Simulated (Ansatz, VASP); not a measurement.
# Pd in VASP and in Ansatz

```xyz
2
Lattice="2.8478 0.0000 0.0000 0.0000 2.8478 0.0000 0.0000 0.0000 4.0299" Properties=species:S:1:pos:R:3 pbc="T T T"
Pd    2.8478    0.0000    0.0000
Pd    1.4239    1.4239    2.0150
```

Alike in both runs: functional BLYP; k mesh 11 × 11 × 8; occupations fermi-dirac, width 0.05 eV; collinear spin.

Ansatz relaxed the structure, and its values are those at the end. VASP's run is a single point on that final structure, the one shown.

```csv
,VASP,Ansatz
version,VASP 6.6.1,Ansatz 0.2.0
potentials or method,"VASP PAW PBE potentials, release 64 (Pd), cutoff 520 eV","plane waves (420 eV) with PAW, scalar-relativistic"
valence electrons in the cell,20,36
```

Ansatz gave:

```
pressure (GPa)           : 0.0
net moment per atom (μB) : 0.00
```

Q: What did VASP give for the same quantities?

A: Pressure (GPa): 0.3; net moment per atom (μB): 0.00.

VASP's potentials were made for PBE, not for BLYP. The functional is the same, so the differences come from potentials, cutoffs and numerics. VASP's potentials hold 20 valence electrons a cell and Ansatz's 36, so a difference there can come from the potentials and not from the codes. Ansatz's warnings: seeded moment not kept.
